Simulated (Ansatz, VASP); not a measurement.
## Mo3W: VASP beside Ansatz

```
CELL_PARAMETERS angstrom
0.00000 3.16599 3.16599
3.16599 0.00000 3.16599
3.16599 3.16599 0.00000
ATOMIC_POSITIONS crystal
Mo 0.75000 0.75000 0.75000
Mo 0.25000 0.25000 0.25000
Mo 0.00000 0.00000 0.00000
W 0.50000 0.50000 0.50000
```

Alike in both runs: functional PBE; k mesh 12 × 12 × 12; occupations gaussian, width 0.1 eV; no spin polarisation.

Ansatz relaxed the structure, and its values are those at the end. VASP's run is a single point on that final structure, the one shown.

|  | VASP | Ansatz |
| --- | --- | --- |
| version | VASP 6.6.1 | Ansatz 0.2.0 |
| potentials or method | VASP PAW PBE potentials, release 64 (Mo_sv, W_sv), cutoff 520 eV | scalar-relativistic, plane waves, PAW |
| valence electrons in the cell | 56 | 56 |

Ansatz gave:

* gap on the k mesh at the Fermi level (eV): none
* pressure (GPa): 0.0

Problem. Which values does VASP return?

Solution. gap on the k mesh at the Fermi level (eV): none; pressure (GPa): 0.5.

A gap of «none» marks a metal or a gap that the smearing closes.

Neither program's run includes spin-orbit coupling.
